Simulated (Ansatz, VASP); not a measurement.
In3B2As: VASP beside Ansatz

Contents of INCAR:

```
PREC = Accurate
ENCUT = 600
EDIFF = 1E-6
ISMEAR = 0
SIGMA = 0.1
LREAL = False
LASPH = True
NELM = 60
ALGO = Normal
ISIF = 3
LWAVE = False
LCHARG = False
GGA = PE
IBRION = 2
NSW = 90
EDIFFG = -0.04
```

File KPOINTS:

```
Automatic mesh
0
Gamma
  3 3 6
```

The input POSCAR:

```
In3B2As
1.0
    6.5108547548      0.0000000000      0.0000000000
   -3.2554273774      5.6385656180      0.0000000000
    0.0000000000      0.0000000000      3.2616732444
In B As
3 2 1
Direct
    0.5000000000      0.0000000000      0.5000000000
    0.0000000000      0.5000000000      0.5000000000
    0.5000000000      0.5000000000      0.5000000000
    0.3333333333      0.6666666667      0.0000000000
    0.6666666667      0.3333333333      0.0000000000
    0.0000000000      0.0000000000      0.0000000000
```

Input for Ansatz:

```yaml
crystal:
  lattice:
    - [6.5108547548, 0.0, 0.0]
    - [-3.2554273774, 5.638565618, 0.0]
    - [0.0, 0.0, 3.2616732444]
  atoms:
    - { symbol: In, position: [0.5, 0.0, 0.5] }
    - { symbol: In, position: [0.0, 0.5, 0.5] }
    - { symbol: In, position: [0.5, 0.5, 0.5] }
    - { symbol: B, position: [0.3333333333, 0.6666666667, 0.0] }
    - { symbol: B, position: [0.6666666667, 0.3333333333, 0.0] }
    - { symbol: As, position: [0.0, 0.0, 0.0] }
basis:
  ecutwfc: 420
kpoints:
  mp_grid: { grid: [3, 3, 6] }
hamiltonian:
  xc: pbe
scf:
  occupations: { method: gaussian, width: 0.1 }
  lower_state_search: "off"
output:
  forces: true
  stress: true
  eigenvalues: true
relax:
  adjacent_minimum: "off"
  f_tol: 0.04
  max_steps: 70
  cell: { stress_tol: 0.4 }
```

Change from the starting cell: species swapped into the NdGa2Pt3 type (P6/mmm, No. 191).

Alike in both runs: task relaxation of cell and atoms; functional PBE; k mesh 3 × 3 × 6; occupations gaussian, width 0.1 eV; no spin polarisation.

|  | VASP | Ansatz |
| --- | --- | --- |
| version | VASP 6.6.1 | Ansatz 0.2.0 |
| potentials or method | VASP PAW PBE potentials, release 64 (In_d, B, As), cutoff 600 eV | scalar-relativistic, plane waves, PAW |
| valence electrons in the cell | 50 | 60 |

|  | VASP | Ansatz | Ansatz less VASP |
| --- | --- | --- | --- |
| gap on the k mesh at the Fermi level, each at its own relaxed structure (eV) | none | none | - |
| relaxed volume (Å³/atom) | 20.07 | 20.01 | -0.068 |
| relaxed cell length with the largest relative difference (Å) | 6.783 | 6.771 | -0.0117 |

A gap of «none» marks a metal or a gap that the smearing closes. VASP's potentials hold 50 valence electrons a cell and Ansatz's 60, so a difference there can come from the potentials and not from the codes.

The k mesh is coarse, so the values compare programs but aren't converged.
